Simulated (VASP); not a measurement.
Wanted: the native input for a VASP 6.6.1 run.

* Task: single point
* Functional: r2SCAN
* Potentials or basis: VASP PAW PBE potentials, release 64 (Ta_pv, C)
* Cutoff: 520 eV
* k mesh: 18 × 18 × 8
* Occupations: gaussian, width 0.1 eV
* Spin: no spin polarisation
* Dipole correction: no
* Further INCAR settings: ALGO = Normal; EDIFF = 1e-07; NBANDS = 20

Ta2C:

```
Ta C
1.0
     3.07424    0.00000    0.00000
    -1.53712    2.66237    0.00000
     0.00000    0.00000    4.88798
Ta C
2 1
Direct
  0.33333 0.66667 0.25531
  0.66667 0.33333 0.74469
  0.00000 0.00000 0.00000
```

One way to write it, as run:

POSCAR

```
Ta2C
1.0
    3.0742436851      0.0000000000      0.0000000000
   -1.5371218425      2.6623731287      0.0000000000
    0.0000000000      0.0000000000      4.8879823086
Ta C
2 1
Direct
    0.3333333333      0.6666666667      0.2553089129
    0.6666666667      0.3333333333      0.7446910871
    0.0000000000      0.0000000000      0.0000000000
```

INCAR.step1

```
PREC = Accurate
ENCUT = 520
ISMEAR = 0
SIGMA = 0.1
LREAL = False
LASPH = True
NELM = 60
NBANDS = 20
GGA = PE
ALGO = Normal
EDIFF = 1E-4
LWAVE = True
LCHARG = False
```

INCAR.step2

```
PREC = Accurate
ENCUT = 520
EDIFF = 1E-7
ISMEAR = 0
SIGMA = 0.1
LREAL = False
LASPH = True
NELM = 60
ALGO = Normal
ISIF = 2
LWAVE = False
LCHARG = True
METAGGA = R2SCAN
LMIXTAU = True
LELF = True
LVHAR = True
NBANDS = 20
ISTART = 1
```

KPOINTS

```
regular mesh
0
Gamma
  18 18 8
```

Potentials or basis: VASP PAW PBE potentials, release 64 (Ta_pv, C).

The run is started by

```bash
$ cat potpaw_PBE.64/Ta_pv/POTCAR potpaw_PBE.64/C/POTCAR > POTCAR
$ cp INCAR.step1 INCAR
$ mpirun -np 1 vasp_std > vasp.out
$ cp INCAR.step2 INCAR
$ mpirun -np 1 vasp_std > vasp.out
```

It gave:

* Pressure: 11.0 GPa
* Largest force: 0.050 eV/Å
* Band gap on the k mesh: zero (bands 13 and 14 overlap by 0.78 eV)

Caveat: the cell stands under pressure; the PAW data sets were made with another functional, which shifts forces and pressure a little; spin-orbit coupling is left out, which moves the levels of the heavy elements.

Wall time 7.9 min on 1 thread of AMD EPYC 9R45 96-Core Processor (Zen 5) (shared host), peak memory 0.28 GiB.
